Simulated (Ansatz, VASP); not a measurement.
Be in VASP and in Ansatz

```
Be
1.0
     2.28530    0.00000    0.00000
    -1.14265    1.97913    0.00000
     0.00000    0.00000    3.58420
Be
2
Direct
  0.33333 0.66667 0.25000
  0.66667 0.33333 0.75000
```

Alike in both runs: task relaxation of cell and atoms; functional PBE; k mesh 30 × 30 × 16; occupations gaussian, width 0.1 eV; no spin polarisation.

|  | VASP | Ansatz |
| --- | --- | --- |
| version | VASP 6.6.1 | Ansatz 0.2.0 |
| potentials or method | VASP PAW PBE potentials, release 64 (Be), cutoff 600 eV | scalar-relativistic, plane waves, PAW |
| valence electrons in the cell | 4 | 4 |

```csv
,VASP,Ansatz,Ansatz less VASP
"gap on the k mesh at the Fermi level, each at its own relaxed structure (eV)",none,none,-
relaxed volume (Å³/atom),7.92,7.91,-0.009
relaxed length of the cell vector where the two differ most in proportion (Å),3.563,3.562,-0.0015
```

A gap of «none» marks a metal or a gap that the smearing closes.
